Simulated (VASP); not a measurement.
# Cr2Se2O (Cmc2_1) in VASP: single point with r2SCAN

Aim: the single point of Cr2Se2O with r2SCAN.

Program: VASP 6.6.1. These are calculated values, not measurements. Logs are shortened: lines on timing, memory, paths and dates and some standing lists are left out, and cuts for length are marked.

## (1) The cell of the first run

It takes space group Cmc2_1 (No. 36, orthorhombic). The conventional cell has a = 10.105 Å, b = 6.255 Å, c = 5.523 Å, α = 90.00°, β = 90.00°, γ = 90.00°. O (site symmetry m) has 2 Se at 1.85 Å within 2.5 Å. Within 2.5 Å of Se (site symmetry 1) lie 1 O at 1.85 Å and 3 Cr at 1.96 Å. Within 2.6 Å of Cr (site symmetry 1) lie 3 Se at 1.96 Å.

## (2) Single point, r2SCAN

POSCAR

```
Cr2Se2O
1.0
    5.0525392100      3.1276046200      0.0000000000
    5.0525392100     -3.1276046200      0.0000000000
    0.0000000000      0.0000000000     -5.5233231100
O Se Cr
2 4 4
Direct
    0.2127000000      0.7873000000      0.7700000000
    0.7873000000      0.2127000000      0.2700000000
    0.3279000000      0.0257000000      0.7185000000
    0.6721000000      0.9743000000      0.2185000000
    0.9743000000      0.6721000000      0.7185000000
    0.0257000000      0.3279000000      0.2185000000
    0.3419000000      0.0961000000      0.3733000000
    0.6581000000      0.9039000000      0.8733000000
    0.9039000000      0.6581000000      0.3733000000
    0.0961000000      0.3419000000      0.8733000000
```

INCAR.step1

```
PREC = Accurate ; ENCUT = 520
ISMEAR = 0 ; SIGMA = 0.0115
LREAL = False ; LASPH = True
NELM = 100 ; NBANDS = 53
GGA = PE ; ALGO = Normal
EDIFF = 1E-4 ; LWAVE = True
LCHARG = False
```

INCAR.step2

```
PREC = Accurate ; ENCUT = 520
EDIFF = 1E-7 ; ISMEAR = 0
SIGMA = 0.0115 ; LREAL = False
LASPH = True ; NELM = 100
ALGO = Normal ; ISIF = 2
LWAVE = False ; LCHARG = False
METAGGA = R2SCAN ; LMIXTAU = True
NBANDS = 53 ; ISTART = 1
```

KPOINTS

```
regular mesh
0
Gamma
  5 5 5
```

Potentials or basis: VASP PAW PBE potentials, release 64 (O, Se, Cr_pv).

Command:

```console
> cat potpaw_PBE.64/O/POTCAR potpaw_PBE.64/Se/POTCAR potpaw_PBE.64/Cr_pv/POTCAR > POTCAR
> cp INCAR.step1 INCAR
> mpirun -np 1 vasp_std > vasp.out
> cp INCAR.step2 INCAR
> mpirun -np 1 vasp_std > vasp.out
```

OUTCAR:

```text
PREC = Accurate
   ENCUT = 520
   EDIFF = 1E-7
   ISMEAR = 0
   LREAL = False
   LASPH = True
   NELM = 100
   ISIF = 2
   METAGGA = R2SCAN
   ISTART = 1

 ion  position               nearest neighbor table
   1  0.213  0.787  0.770-   3 1.85   5 1.85
   2  0.787  0.213  0.270-   4 1.85   6 1.85
   3  0.328  0.026  0.718-   1 1.85   8 1.96   7 1.96  10 1.96
   4  0.672  0.974  0.218-   2 1.85   7 1.96   8 1.96   9 1.96
   5  0.974  0.672  0.718-   1 1.85  10 1.96   9 1.96   8 1.96
   6  0.026  0.328  0.218-   2 1.85   9 1.96  10 1.96   7 1.96
   7  0.342  0.096  0.373-   4 1.96   3 1.96   6 1.96  10 3.16  10 3.16
   8  0.658  0.904  0.873-   3 1.96   4 1.96   5 1.96   9 3.16   9 3.16
   9  0.904  0.658  0.373-   6 1.96   5 1.96   4 1.96   8 3.16   8 3.16
  10  0.096  0.342  0.873-   5 1.96   6 1.96   3 1.96   7 3.16   7 3.16

  LATTYP: Found a base centered orthorhombic cell.
 ALAT       =     6.2552092400
 B/A-ratio  =     1.6154660911
 C/A-ratio  =     0.8829957397

  Lattice vectors:

 A1 = (  -5.0525392100,   3.1276046200,   0.0000000000)
 A2 = (   5.0525392100,   3.1276046200,   0.0000000000)
 A3 = (   0.0000000000,   0.0000000000,  -5.5233231100)

Analysis of symmetry for initial positions (statically):
=====================================================================
 Subroutine PRICEL returns:
 Original cell was already a primitive cell.

 Routine SETGRP: Setting up the symmetry group for a
 base centered orthorhombic supercell.

 Subroutine GETGRP returns: Found  4 space group operations
 (whereof  2 operations were pure point group operations)
 out of a pool of  8 trial point group operations.

The static configuration has the point symmetry C_1h.
 The point group associated with its full space group is C_2v.

Analysis of symmetry for dynamics (positions and initial velocities):
=====================================================================
 Subroutine PRICEL returns:
 Original cell was already a primitive cell.

 Routine SETGRP: Setting up the symmetry group for a
 base centered orthorhombic supercell.

 Subroutine GETGRP returns: Found  4 space group operations
 (whereof  2 operations were pure point group operations)
 out of a pool of  8 trial point group operations.

The dynamic configuration has the point symmetry C_1h.
 The point group associated with its full space group is C_2v.

 Subroutine INISYM returns: Found  4 space group operations
 (whereof  2 operations are pure point group operations),
 and found     1 'primitive' translations

----------------------------------------------------------------------------------------

                                     Primitive cell

  volume of cell :     174.5629

  direct lattice vectors                    reciprocal lattice vectors
     5.052539210  3.127604620  0.000000000     0.098960142  0.159866755  0.000000000
     5.052539210 -3.127604620  0.000000000     0.098960142 -0.159866755  0.000000000
     0.000000000  0.000000000 -5.523323110     0.000000000  0.000000000 -0.181050426

  length of vectors
     5.942227118  5.942227118  5.523323110     0.188017257  0.188017257  0.181050426

  position of ions in fractional coordinates (direct lattice)
     0.212700000  0.787300000  0.770000000
     0.787300000  0.212700000  0.270000000
     0.327900000  0.025700000  0.718500000
     0.672100000  0.974300000  0.218500000
     0.974300000  0.672100000  0.718500000
     0.025700000  0.327900000  0.218500000
     0.341900000  0.096100000  0.373300000
     0.658100000  0.903900000  0.873300000
     0.903900000  0.658100000  0.373300000
     0.096100000  0.341900000  0.873300000

  ion indices of the primitive-cell ions
   primitive index   ion index
                 1           1
                 2           2
                 3           3
                 4           4
                 5           5
                 6           6
                 7           7
                 8           8
                 9           9
                10          10

----------------------------------------------------------------------------------------

 KPOINTS: regular mesh

Automatic generation of k-mesh.
 Grid dimensions read from file:
 generate k-points for:    5    5    5

 Generating k-lattice:

  Cartesian coordinates                     Fractional coordinates (reciprocal lattice)
     0.019792028  0.031973351  0.000000000     0.200000000  0.000000000  0.000000000
     0.019792028 -0.031973351  0.000000000     0.000000000  0.200000000  0.000000000
     0.000000000  0.000000000 -0.036210085     0.000000000  0.000000000  0.200000000

  Length of vectors
     0.037603451  0.037603451  0.036210085

  Shift w.r.t. Gamma in fractional coordinates (k-lattice)
     0.000000000  0.000000000  0.000000000

 Subroutine IBZKPT returns following result:
 ===========================================

 Found     27 irreducible k-points:

 Following reciprocal coordinates:
            Coordinates               Weight
  0.000000  0.000000  0.000000      1.000000
  0.200000 -0.000000  0.000000      4.000000
  0.400000  0.000000  0.000000      4.000000
  0.200000  0.200000  0.000000      2.000000
  0.400000  0.200000  0.000000      4.000000
 -0.400000  0.200000  0.000000      4.000000
[... 16 lines left out ...]
  0.400000  0.200000  0.400000      8.000000
 -0.400000  0.200000  0.400000      8.000000
 [... further k-points ...]
   k-points           NKPTS =     27   k-points in BZ     NKDIM =     27   number of bands    NBANDS=     53
   number of dos      NEDOS =    301   number of ions     NIONS =     10
   total plane-waves  NPLWV =  96768
   dimension x,y,z NGX =    48 NGY =   48 NGZ =   42
   dimension x,y,z NGXF=    96 NGYF=   96 NGZF=   84
   ions per type =               2   4   4
   NGX,Y,Z   is equivalent  to a cutoff of  13.43, 13.43, 12.64 a.u.
   NGXF,Y,Z  is equivalent  to a cutoff of  26.86, 26.86, 25.28 a.u.
 SYSTEM =  unknown system
   PREC   = accura    normal or accurate (medium, high low for compatibility)
   ISTART =      1    job   : 0-new  1-cont  2-samecut
   ICHARG =      0    charge: 1-file 2-atom 10-const
   ISPIN  =      1    spin polarized calculation?
   LNONCOLLINEAR =      F non collinear calculations
   LSORBIT =      F    spin-orbit coupling
   LASPH  =      T    aspherical Exc in radial PAW
   ENCUT  =  520.0 eV  38.22 Ry    6.18 a.u.  11.05 11.05 10.27*2*pi/ulx,y,z
   NELM   =    100;   NELMIN=  2; NELMDL=  0     # of ELM steps
   EDIFF  = 0.1E-06   stopping-criterion for ELM
   LREAL  =      F    real-space projection
   EDIFFG = 0.1E-05   stopping-criterion for IOM
   NSW    =      0    number of steps for IOM
   IBRION =     -1    ionic relax: 0-MD 1-quasi-New 2-CG
   NFREE  =      0    steps in history (QN), initial steepest desc. (CG)
   ISIF   =      2    stress and relaxation
   ISYM   =      2    0-nonsym 1-usesym 2-fastsym
   POTIM  = 0.5000    time-step for ionic-motion
   TEBEG  =    0.0;   TEEND  =   0.0 temperature during run
   PSTRESS=    0.0 pullay stress
   NELECT =      84.0000    total number of electrons
   NUPDOWN=      -1.0000    fix difference up-down
   EMIN   =  10.00;   EMAX   =-10.00  energy-range for DOS
   EFERMI =   0.00;   METHOD = LEGACY
   ISMEAR =     0;   SIGMA  =   0.01  broadening in eV -4-tet -1-fermi 0-gaus
   EFERMI_NEDOS =   21; number of points for ismear=-14 and -15
   IALGO  =     38    algorithm
   IMIX   =      4    mixing-type and parameters
     AMIX     =   0.40;   BMIX     =  1.00
     AMIX_MAG =   1.60;   BMIX_MAG =  1.00
  volume/ion in A,a.u.               =      17.46       117.80
  Fermi-wavevector in a.u.,A,eV,Ry     =   1.282874  2.424280 22.391994  1.645765
  Thomas-Fermi vector in A             =   2.415160
   LORBIT       =      0    0 simple, 1 ext, 2 COOP (PROOUT), +10 PAW based schemes
   METAGGA = R2SCAN    functional components
   LHFCALC =     F    Hartree Fock is set to
   AEXX    =    0.0000 exact exchange contribution
   IVDW    =     0    specifies the selected vdW correction
   LEPSILON=     F    determine dielectric tensor
   LRPA    =     F    only Hartree local field effects (RPA)
 non-spin polarized calculation
 Gauss-broadening in eV      SIGMA  =   0.01
  energy-cutoff  :      520.00
  volume of cell :      174.56
 maximum number of plane-waves:      4726
 NGX is ok and might be reduce to    48
   NGX = 23   NGY = 23   NGZ = 21

 number of electron      83.9999994 magnetization

 Free energy of the ion-electron system (eV)
  ---------------------------------------------------
  ext. energy  EPLUGINS =         0.00000000
  ---------------------------------------------------
  free energy    TOTEN  =      -107.60065243 eV

  energy without entropy =     -107.59923513  energy(sigma->0) =     -107.59994378

 E-fermi :   5.0209     XC(G=0): -10.3755

 val. band max:        5.0159462725   @ k =  -0.4000   0.2000   0.4000
 cond. band min:       5.0214455163   @ k =  -0.2000   0.2000   0.4000
 fundamental gap:      0.0054992439
 Fermi energy:         5.0208515202

 k-point     1 :       0.0000    0.0000    0.0000
  band No.  band energies     occupation
      1     -39.6298      2.00000
      2     -39.6285      2.00000
      3     -39.6016      2.00000
      4     -39.5360      2.00000
      5     -39.5077      2.00000
      6     -39.4917      2.00000
[... 45 lines left out ...]
     52       7.8970      0.00000
     53       8.5205      0.00000

 k-point     2 :       0.2000   -0.0000    0.0000
  band No.  band energies     occupation
      1     -39.6299      2.00000
      2     -39.6094      2.00000
      3     -39.6003      2.00000
      4     -39.5414      2.00000
      5     -39.5220      2.00000
      6     -39.5032      2.00000
[... 45 lines left out ...]
     52       8.4317      0.00000
     53       8.6805      0.00000
[... 1174 lines left out ...]
     52       7.8724      0.00000
     53       8.2404      0.00000

 k-point    24 :      -0.4000    0.2000    0.4000
  band No.  band energies     occupation
      1     -39.6147      2.00000
      2     -39.6008      2.00000
      3     -39.5835      2.00000
      4     -39.5629      2.00000
      5     -39.5053      2.00000
      6     -39.4973      2.00000
[... 45 lines left out ...]
     52       8.0588      0.00000
     53       8.1479      0.00000

 [... further k-points ...]

------------------------ aborting loop because EDIFF is reached ----------------------------------------

  FORCE on cell =-STRESS in cart. coord.  units (eV):
  Direction    XX          YY          ZZ          XY          YZ          ZX
  --------------------------------------------------------------------------------------
  -------------------------------------------------------------------------------------
  Total       38.7947916     76.5212311     78.5376353      0.0000000      0.0000000      0.0000000
  in kB      356.0672430    702.3289118    720.8359187      0.0000000      0.0000000      0.0000000
  external PRESSURE =     593.0773579 kB  Pullay stress =       0.0000000 kB

 VOLUME and BASIS-vectors are now :
 -----------------------------------------------------------------------------
  energy-cutoff  :      520.00
  volume of cell :      174.56
      direct lattice vectors                 reciprocal lattice vectors
     5.052539210  3.127604620  0.000000000     0.098960142  0.159866755  0.000000000
     5.052539210 -3.127604620  0.000000000     0.098960142 -0.159866755  0.000000000
     0.000000000  0.000000000 -5.523323110     0.000000000  0.000000000 -0.181050426

 POSITION                                       TOTAL-FORCE (eV/Angst)
 -----------------------------------------------------------------------------------
      5.05254     -1.79712     -4.25296        -0.000000      0.821339     -0.710834
      5.05254      1.79712     -1.49130        -0.000000     -0.821339     -0.710834
      1.78658      0.94516     -3.96851        -6.985819      1.785575     -0.143598
      8.31850     -0.94516     -1.20685         6.985819     -1.785575     -0.143598
      8.31850      0.94516     -3.96851         6.985819      1.785575     -0.143598
      1.78658     -0.94516     -1.20685        -6.985819     -1.785575     -0.143598
      2.21301      0.76877     -2.06186        -0.604889      0.546133      0.499015
      7.89207     -0.76877     -4.82352         0.604889     -0.546133      0.499015
      7.89207      0.76877     -2.06186         0.604889      0.546133      0.499015
      2.21301     -0.76877     -4.82352        -0.604889     -0.546133      0.499015
 -----------------------------------------------------------------------------------
    total drift:                                0.000001      0.000000     -0.000061

  FREE ENERGIE OF THE ION-ELECTRON SYSTEM (eV)
  ---------------------------------------------------
  free  energy   TOTEN  =      -107.6006524344 eV

  energy  without entropy=     -107.5992351315  energy(sigma->0) =     -107.59994378
```

It took 8.5 min on 1 thread of Intel Xeon 6975P-C (Granite Rapids), shared host; peak memory 0.46 GiB.

Results:

```
Free energy            : -107.6007 eV
Pressure               : 59.3 GPa
Largest force          : 7.212 eV/Å
Band gap on the k mesh : zero (bands 42 and 43 overlap by 0.23 eV)
```

Forces on the atoms (eV/Å):
```
O    0.000  0.821 -0.711
O    0.000 -0.821 -0.711
Se  -6.986  1.786 -0.144
Se   6.986 -1.786 -0.144
Se   6.986  1.786 -0.144
Se  -6.986 -1.786 -0.144
Cr  -0.605  0.546  0.499
Cr   0.605 -0.546  0.499
Cr   0.605  0.546  0.499
Cr  -0.605 -0.546  0.499
```

Levels at points of the mesh, in eV from the Fermi level:
```tsv
k point	band 38	band 39	band 40	band 41	band 42	band 43	band 44	band 45	band 46	band 47
(0.00, 0.00, 0.00)	-1.15	-0.90	-0.61	-0.50	-0.01	0.08	0.24	0.66	0.86	1.03
```

Caveat: the cell stands under pressure; the PAW data sets were made with another functional, which shifts forces and pressure a little; the run has no spin polarisation, though such a crystal can be magnetic; semilocal functionals often make such compounds metallic where correlation or magnetic order opens a gap, which also shifts bond lengths.
